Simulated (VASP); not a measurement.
# Lu (P6_3/mmc) in VASP: notebook

Runs on Lu. Level: PBE. Tasks: single point.

Program: VASP 6.6.1. These are calculated values, not measurements. Logs are shortened: lines on timing, memory, paths and dates and some standing lists are left out, and cuts for length are marked.

## 1. The cell of the first run

Symmetry: P6_3/mmc, No. 194, hexagonal system. The conventional cell has a = 3.507 Å, b = 3.507 Å, c = 5.477 Å, α = 90.00°, β = 90.00°, γ = 120.00°. Lu (site symmetry -6m2) has 12 Lu at 3.41 to 3.51 Å within 4.5 Å.

## 2. Single point, PBE

Input file INCAR:

```
  PREC = Accurate
  ENCUT = 520
  EDIFF = 1E-6
  ISMEAR = -1
  SIGMA = 0.1
  LREAL = F
  LASPH = T
  NELM = 100
  ALGO = Normal
  ISIF = 2
  LWAVE = F
  LCHARG = T
  GGA = PE
  LELF = T
  LVHAR = T
  NBANDS = 32
```

Input file KPOINTS:

```
Automatic mesh
0
Gamma
  6 6 4
```

Input file POSCAR:

```
Lu
1.0
    3.5070808964      0.0000000000      0.0000000000
   -1.7535404482      3.0372211494      0.0000000000
    0.0000000000      0.0000000000      5.4772888711
Lu
2
Direct
    0.3333333333      0.6666666667      0.2500000000
    0.6666666667      0.3333333333      0.7500000000
```

Potentials or basis: VASP PAW PBE potentials, release 64 (Lu).

Run with:

```
> cat potpaw_PBE.64/Lu/POTCAR > POTCAR
> mpirun -np 1 vasp_std > vasp.out
```

OUTCAR:

```text
PREC = Accurate
   ENCUT = 520
   EDIFF = 1E-6
   ISMEAR = -1
   LREAL = F
   LASPH = T
   NELM = 100
   ISIF = 2
   GGA = PE

 ion  position               nearest neighbor table
   1  0.333  0.667  0.250-   2 3.41   2 3.41   2 3.41   2 3.41   2 3.41   2 3.41
   2  0.667  0.333  0.750-   1 3.41   1 3.41   1 3.41   1 3.41   1 3.41   1 3.41

  LATTYP: Found a hexagonal cell.
 ALAT       =     3.5070808964
 C/A-ratio  =     1.5617800196

  Lattice vectors:

 A1 = (   3.5070808964,   0.0000000000,   0.0000000000)
 A2 = (  -1.7535404482,   3.0372211494,   0.0000000000)
 A3 = (   0.0000000000,   0.0000000000,   5.4772888711)

Analysis of symmetry for initial positions (statically):
=====================================================================
 Subroutine PRICEL returns:
 Original cell was already a primitive cell.

 Routine SETGRP: Setting up the symmetry group for a
 hexagonal supercell.

 Subroutine GETGRP returns: Found 24 space group operations
 (whereof 12 operations were pure point group operations)
 out of a pool of 24 trial point group operations.

The static configuration has the point symmetry D_3d.
 The point group associated with its full space group is D_6h.

Analysis of symmetry for dynamics (positions and initial velocities):
=====================================================================
 Subroutine PRICEL returns:
 Original cell was already a primitive cell.

 Routine SETGRP: Setting up the symmetry group for a
 hexagonal supercell.

 Subroutine GETGRP returns: Found 24 space group operations
 (whereof 12 operations were pure point group operations)
 out of a pool of 24 trial point group operations.

The dynamic configuration has the point symmetry D_3d.
 The point group associated with its full space group is D_6h.

 Subroutine INISYM returns: Found 24 space group operations
 (whereof 12 operations are pure point group operations),
 and found     1 'primitive' translations

----------------------------------------------------------------------------------------

                                     Primitive cell

  volume of cell :      58.3429

  direct lattice vectors                    reciprocal lattice vectors
     3.507080896  0.000000000  0.000000000     0.285137420  0.164624166  0.000000000
    -1.753540448  3.037221149  0.000000000     0.000000000  0.329248333  0.000000000
     0.000000000  0.000000000  5.477288871     0.000000000  0.000000000  0.182572076

  length of vectors
     3.507080896  3.507080896  5.477288871     0.329248333  0.329248333  0.182572076

  position of ions in fractional coordinates (direct lattice)
     0.333333333  0.666666667  0.250000000
     0.666666667  0.333333333  0.750000000

  ion indices of the primitive-cell ions
   primitive index   ion index
                 1           1
                 2           2

----------------------------------------------------------------------------------------

 KPOINTS: Automatic mesh

Automatic generation of k-mesh.
 Grid dimensions read from file:
 generate k-points for:    6    6    4

 Generating k-lattice:

  Cartesian coordinates                     Fractional coordinates (reciprocal lattice)
     0.047522903  0.027437361  0.000000000     0.166666667 -0.000000000  0.000000000
     0.000000000  0.054874722  0.000000000     0.000000000  0.166666667  0.000000000
     0.000000000  0.000000000  0.045643019     0.000000000  0.000000000  0.250000000

  Length of vectors
     0.054874722  0.054874722  0.045643019

  Shift w.r.t. Gamma in fractional coordinates (k-lattice)
     0.000000000  0.000000000  0.000000000

 Subroutine IBZKPT returns following result:
 ===========================================

 Found     21 irreducible k-points:

 Following reciprocal coordinates:
            Coordinates               Weight
  0.000000  0.000000  0.000000      1.000000
  0.166667  0.000000  0.000000      6.000000
  0.333333  0.000000  0.000000      6.000000
  0.500000  0.000000  0.000000      3.000000
  0.166667  0.166667  0.000000      6.000000
  0.333333  0.166667  0.000000     12.000000
[... 13 lines left out ...]
  0.333333  0.166667  0.500000     12.000000
  0.333333  0.333333  0.500000      2.000000
   k-points           NKPTS =     21   k-points in BZ     NKDIM =     21   number of bands    NBANDS=     32
   number of dos      NEDOS =    301   number of ions     NIONS =      2
   total plane-waves  NPLWV =  32928
   dimension x,y,z NGX =    28 NGY =   28 NGZ =   42
   dimension x,y,z NGXF=    56 NGYF=   56 NGZF=   84
   ions per type =               2
   NGX,Y,Z   is equivalent  to a cutoff of  13.27, 13.27, 12.75 a.u.
   NGXF,Y,Z  is equivalent  to a cutoff of  26.55, 26.55, 25.50 a.u.
 SYSTEM =  unknown system
   PREC   = accura    normal or accurate (medium, high low for compatibility)
   ISTART =      0    job   : 0-new  1-cont  2-samecut
   ICHARG =      2    charge: 1-file 2-atom 10-const
   ISPIN  =      1    spin polarized calculation?
   LNONCOLLINEAR =      F non collinear calculations
   LSORBIT =      F    spin-orbit coupling
   LASPH  =      T    aspherical Exc in radial PAW
   ENCUT  =  520.0 eV  38.22 Ry    6.18 a.u.   6.52  6.52 10.18*2*pi/ulx,y,z
   NELM   =    100;   NELMIN=  2; NELMDL= -5     # of ELM steps
   EDIFF  = 0.1E-05   stopping-criterion for ELM
   LREAL  =      F    real-space projection
   EDIFFG = 0.1E-04   stopping-criterion for IOM
   NSW    =      0    number of steps for IOM
   IBRION =     -1    ionic relax: 0-MD 1-quasi-New 2-CG
   NFREE  =      0    steps in history (QN), initial steepest desc. (CG)
   ISIF   =      2    stress and relaxation
   ISYM   =      2    0-nonsym 1-usesym 2-fastsym
   POTIM  = 0.5000    time-step for ionic-motion
   TEBEG  =    0.0;   TEEND  =   0.0 temperature during run
   PSTRESS=    0.0 pullay stress
   NELECT =      50.0000    total number of electrons
   NUPDOWN=      -1.0000    fix difference up-down
   EMIN   =  10.00;   EMAX   =-10.00  energy-range for DOS
   EFERMI =   0.00;   METHOD = LEGACY
   ISMEAR =    -1;   SIGMA  =   0.10  broadening in eV -4-tet -1-fermi 0-gaus
   EFERMI_NEDOS =   21; number of points for ismear=-14 and -15
   IALGO  =     38    algorithm
   IMIX   =      4    mixing-type and parameters
     AMIX     =   0.40;   BMIX     =  1.00
     AMIX_MAG =   1.60;   BMIX_MAG =  1.00
  volume/ion in A,a.u.               =      29.17       196.86
  Fermi-wavevector in a.u.,A,eV,Ry     =   1.555018  2.938559 32.900009  2.418082
  Thomas-Fermi vector in A             =   2.659020
   LORBIT       =      0    0 simple, 1 ext, 2 COOP (PROOUT), +10 PAW based schemes
   GGA     = PE    functional components
   LHFCALC =     F    Hartree Fock is set to
   AEXX    =    0.0000 exact exchange contribution
   IVDW    =     0    specifies the selected vdW correction
   LEPSILON=     F    determine dielectric tensor
   LRPA    =     F    only Hartree local field effects (RPA)
 non-spin polarized calculation
  energy-cutoff  :      520.00
  volume of cell :       58.34
 maximum number of plane-waves:      1616
 NGX is ok and might be reduce to    28
   NGX = 13   NGY = 13   NGZ = 21

 number of electron      49.9999992 magnetization

 Free energy of the ion-electron system (eV)
  ---------------------------------------------------
  ext. energy  EPLUGINS =         0.00000000
  ---------------------------------------------------
  free energy    TOTEN  =        -9.11240259 eV

  energy without entropy =       -9.01868889  energy(sigma->0) =       -9.06554574

 E-fermi :   2.2276     XC(G=0): -10.6555

 val. band max:        2.1637368713   @ k =   0.3333   0.1667   0.2500
 cond. band min:       2.2863032879   @ k =   0.3333   0.0000   0.0000
 fundamental gap:      0.1225664166
 Fermi energy:         2.2275766854

 k-point     1 :       0.0000    0.0000    0.0000
  band No.  band energies     occupation
      1     -53.9781      2.00000
      2     -53.9426      2.00000
      3     -24.9204      2.00000
      4     -24.4972      2.00000
      5     -24.4972      2.00000
      6     -24.4127      2.00000
[... 24 lines left out ...]
     31       5.6575      0.00000
     32       5.6575      0.00000

 k-point     2 :       0.1667    0.0000    0.0000
  band No.  band energies     occupation
      1     -53.9721      2.00000
      2     -53.9408      2.00000
      3     -24.8777      2.00000
      4     -24.5784      2.00000
      5     -24.5248      2.00000
      6     -24.4975      2.00000
[... 24 lines left out ...]
     31       5.5978      0.00000
     32       5.7362      0.00000

 k-point     3 :       0.3333    0.0000    0.0000
  band No.  band energies     occupation
      1     -53.9588      2.00000
      2     -53.9383      2.00000
      3     -24.7734      2.00000
      4     -24.7422      2.00000
      5     -24.6570      2.00000
      6     -24.5765      2.00000
[... 24 lines left out ...]
     31       6.9005      0.00000
     32       7.2778      0.00000

 k-point     4 :       0.5000    0.0000    0.0000
  band No.  band energies     occupation
      1     -53.9505      2.00000
      2     -53.9388      2.00000
      3     -24.8244      2.00000
      4     -24.7325      2.00000
      5     -24.6953      2.00000
      6     -24.6011      2.00000
[... 24 lines left out ...]
     31       8.8017      0.00000
     32       8.8156      0.00000

 k-point     5 :       0.1667    0.1667    0.0000
  band No.  band energies     occupation
      1     -53.9623      2.00000
      2     -53.9387      2.00000
      3     -24.8033      2.00000
      4     -24.6638      2.00000
      5     -24.6532      2.00000
      6     -24.5429      2.00000
[... 479 lines left out ...]
     31       8.4881      0.00000
     32       8.4911      0.00000

 k-point    19 :       0.1667    0.1667    0.5000
  band No.  band energies     occupation
      1     -53.9505      2.00000
      2     -53.9505      2.00000
      3     -24.7574      2.00000
      4     -24.7574      2.00000
      5     -24.5427      2.00000
      6     -24.5427      2.00000
[... 24 lines left out ...]
     31       7.2953      0.00000
     32       7.2953      0.00000

 k-point    20 :       0.3333    0.1667    0.5000
  band No.  band energies     occupation
      1     -53.9446      2.00000
      2     -53.9446      2.00000
      3     -24.8323      2.00000
      4     -24.8323      2.00000
      5     -24.6018      2.00000
      6     -24.6018      2.00000
[... 24 lines left out ...]
     31       7.9836      0.00000
     32       7.9836      0.00000

 k-point    21 :       0.3333    0.3333    0.5000
  band No.  band energies     occupation
      1     -53.9426      2.00000
      2     -53.9426      2.00000
      3     -24.8096      2.00000
      4     -24.8096      2.00000
      5     -24.6801      2.00000
      6     -24.6801      2.00000
[... 24 lines left out ...]
     31       7.4785      0.00000
     32       7.4785      0.00000

------------------------ aborting loop because EDIFF is reached ----------------------------------------

  FORCE on cell =-STRESS in cart. coord.  units (eV):
  Direction    XX          YY          ZZ          XY          YZ          ZX
  --------------------------------------------------------------------------------------
  -------------------------------------------------------------------------------------
  Total        0.0350137      0.0350137     -0.0260757      0.0000000      0.0000000      0.0000000
  in kB        0.9615247      0.9615247     -0.7160745      0.0000000      0.0000000      0.0000000
  external PRESSURE =       0.4023250 kB  Pullay stress =       0.0000000 kB

 VOLUME and BASIS-vectors are now :
 -----------------------------------------------------------------------------
  energy-cutoff  :      520.00
  volume of cell :       58.34
      direct lattice vectors                 reciprocal lattice vectors
     3.507080896  0.000000000  0.000000000     0.285137420  0.164624166  0.000000000
    -1.753540448  3.037221149  0.000000000     0.000000000  0.329248333  0.000000000
     0.000000000  0.000000000  5.477288871     0.000000000  0.000000000  0.182572076

 POSITION                                       TOTAL-FORCE (eV/Angst)
 -----------------------------------------------------------------------------------
     -0.00000      2.02481      1.36932         0.000000      0.000000      0.000000
      1.75354      1.01241      4.10797        -0.000000     -0.000000      0.000000
 -----------------------------------------------------------------------------------
    total drift:                               -0.000000      0.000000     -0.000000

  FREE ENERGIE OF THE ION-ELECTRON SYSTEM (eV)
  ---------------------------------------------------
  free  energy   TOTEN  =        -9.1124025857 eV

  energy  without entropy=       -9.0186888876  energy(sigma->0) =       -9.06554574
```

Run time: 63 s. Hardware: 1 thread of Intel Xeon 8259CL, shared host; peak memory 0.2 GiB.

What came out:

```yaml
Free_energy: -9.1124 eV
Pressure: 0.0 GPa
Band_gap_on_the_k_mesh: zero (bands 25 and 26 overlap by 1.86 eV)
```

Levels at points of the mesh, in eV from the Fermi level:
```
           k point  band 22  band 23  band 24  band 25  band 26  band 27  band 28  band 29
(0.00, 0.00, 0.00)    -4.88    -4.87    -2.40     0.65     2.18     2.18     2.61     2.91
(0.50, 0.00, 0.00)    -4.88    -2.36    -1.40    -0.84    -0.37     1.59     1.85     2.38
(0.00, 0.00, 0.50)    -4.87    -4.36    -4.36     1.21     1.21     2.08     2.08     2.08
(0.50, 0.00, 0.50)    -4.90    -2.10    -2.10     0.09     0.09     1.36     1.36     3.34
```

Caveat: spin-orbit coupling is left out, which moves the levels of the heavy elements.

## 3. Single point, PBE

Input file INCAR:

```
SYSTEM = Lu
PREC = Accurate
ENCUT = 520
EDIFF = 1E-6
ISMEAR = -1
SIGMA = 0.1
LREAL = .FALSE.
LASPH = .TRUE.
NELM = 60
ALGO = Normal
ISIF = 2
LWAVE = .FALSE.
LCHARG = .FALSE.
GGA = PE
NBANDS = 32
```

Input file KPOINTS:

```
regular mesh
0
G
  8 8 5
  0 0 0
```

POSCAR is that of step 2.

Potentials or basis: VASP PAW PBE potentials, release 64 (Lu).

Run with:

```
> cat potpaw_PBE.64/Lu/POTCAR > POTCAR
> mpirun -np 1 vasp_std > vasp.out
```

Wall time 66 s (1 thread of Intel Xeon 8259CL, shared host); peak memory 0.21 GiB.

Results (log left out):

* Free energy: -9.0937 eV
* Pressure: 0.4 GPa
* Band gap on the k mesh: zero (bands 25 and 26 overlap by 1.53 eV)

Stress tensor (GPa, compression positive):
```
0.36 0.00 0.00
0.00 0.36 0.00
0.00 0.00 0.50
```

Levels at points of the mesh, in eV from the Fermi level:
```
           k point  band 22  band 23  band 24  band 25  band 26  band 27  band 28  band 29
(0.00, 0.00, 0.00)    -4.86    -4.85    -2.38     0.67     2.19     2.19     2.62     2.93
(0.50, 0.00, 0.00)    -4.86    -2.34    -1.38    -0.82    -0.35     1.61     1.86     2.40
```

Caveat: spin-orbit coupling is left out, which moves the levels of the heavy elements.

## 4. Single point, PBE

Input file INCAR:

```
SYSTEM = Lu
  PREC = Accurate
  ENCUT = 520
  EDIFF = 1E-6
  ISMEAR = -1
  SIGMA = 0.1
  LREAL = .FALSE.
  LASPH = .TRUE.
  NELM = 80
  ALGO = Normal
  ISIF = 2
  LWAVE = .FALSE.
  LCHARG = .FALSE.
  GGA = PE
  NBANDS = 32
```

Input file KPOINTS:

```
regular mesh
0
G
  10 10 6
  0 0 0
```

POSCAR is that of step 3.

Run with:

```
> cat potpaw_PBE.64/Lu/POTCAR > POTCAR
> mpirun -np 1 vasp_std > vasp.out
```

Wall time 1.7 min (1 thread of Intel Xeon 8259CL, shared host); peak memory 0.24 GiB.

It converged, with:

| Property | Result |
| --- | --- |
| Free energy | -9.0976 eV |
| Pressure | 0.3 GPa |
| Band gap on the k mesh | zero (bands 25 and 26 overlap by 1.84 eV) |

Levels at points of the mesh, in eV from the Fermi level:
```
           k point  band 21  band 22  band 23  band 24  band 25  band 26  band 27  band 28  band 29  band 30
(0.00, 0.00, 0.00)    -4.87    -4.85    -4.85    -2.38     0.67     2.20     2.20     2.62     2.94     2.94
(0.50, 0.00, 0.00)    -4.87    -4.86    -2.34    -1.38    -0.82    -0.35     1.61     1.86     2.41     6.15
(0.00, 0.00, 0.50)    -4.85    -4.85    -4.34    -4.34     1.23     1.23     2.10     2.10     2.10     2.10
(0.50, 0.00, 0.50)    -4.88    -4.88    -2.08    -2.08     0.11     0.11     1.38     1.38     3.36     3.36
```

Caveat: spin-orbit coupling is left out, which moves the levels of the heavy elements.

## 5. Summary

```tsv
k mesh	gap on the mesh (eV)	pressure (GPa)
6 × 6 × 4	none	0.0
8 × 8 × 5	none	0.4
10 × 10 × 6	none	0.3
```

Alike in all rows: task single point; level PBE; potentials or basis VASP PAW PBE potentials, release 64 (Lu); no spin polarisation; cell as given; cutoff (eV) 520; smearing fermi-dirac 0.1 eV.

Caveats: spin-orbit coupling is left out, which moves the levels of the heavy elements.

Total energies depend on the potentials used, so only differences within one code and one set of settings carry meaning.
